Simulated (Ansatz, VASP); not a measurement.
# One calculation of ZnSe, two programs

The input INCAR:

```
ALGO = Normal
EDIFF = 1E-8
ENCUT = 520
GGA = PE
ISIF = 2
ISMEAR = -1
LASPH = True
LCHARG = False
LEFG = True
LREAL = False
LWAVE = False
NBANDS = 16
NELM = 60
PREC = Accurate
SIGMA = 0.03
```

The input KPOINTS:

```
k-points
0
Gamma
  8 8 8
```

File POSCAR:

```
ZnSe
1.0
    0.0000000000      2.8338000000      2.8621380000
    2.8338000000      0.0000000000      2.8621380000
    2.8338000000      2.8338000000      0.0000000000
Zn Se
1 1
Direct
    0.0000000000      0.0000000000      0.0000000000
    0.7500000000      0.7500000000      0.7500000000
```

Input for Ansatz:

```yaml
crystal:
  lattice:
    - [0.0, 2.8338, 2.862138]
    - [2.8338, 0.0, 2.862138]
    - [2.8338, 2.8338, 0.0]
  atoms:
    - { symbol: Zn, position: [0.0, 0.0, 0.0] }
    - { symbol: Se, position: [0.75, 0.75, 0.75] }
kpoints:
  mp_grid: { grid: [8, 8, 8] }
scf:
  occupations: { method: fermi_dirac, width: 0.03 }
hamiltonian:
  xc: pbe
  pseudopotentials: { kind: all_electron, datasets: crystal }
output:
  forces: true
  stress: true
  eigenvalues: true
  efg: { contact_densities: true }
```

Change from the starting cell: zz strain of +1 %, crystal datasets.

Alike in both runs: task electric field gradients; functional PBE; k mesh 8 × 8 × 8; occupations fermi-dirac, width 0.03 eV; no spin polarisation.

|  | VASP | Ansatz |
| --- | --- | --- |
| version | VASP 6.6.1 | Ansatz 0.2.0 |
| potentials or method | VASP PAW PBE potentials, release 64 (Zn, Se), cutoff 520 eV | all-electron PAW with datasets made for the crystal, scalar-relativistic |

|  | VASP | Ansatz | Ansatz less VASP |
| --- | --- | --- | --- |
| gap on the k mesh at the Fermi level (eV) | 1.24 | 1.24 | +0.001 |
| pressure (GPa) | 1.7 | 1.5 | -0.22 |
| traceless stress, the component that is largest in VASP (GPa) | -0.23 | -0.23 | 0.000 |
| size of Vzz on the site where it differs most (V/Å²) | 4.2 | 4.3 | +0.16 |

Ansatz ran all-electron here, and VASP with PAW potentials.
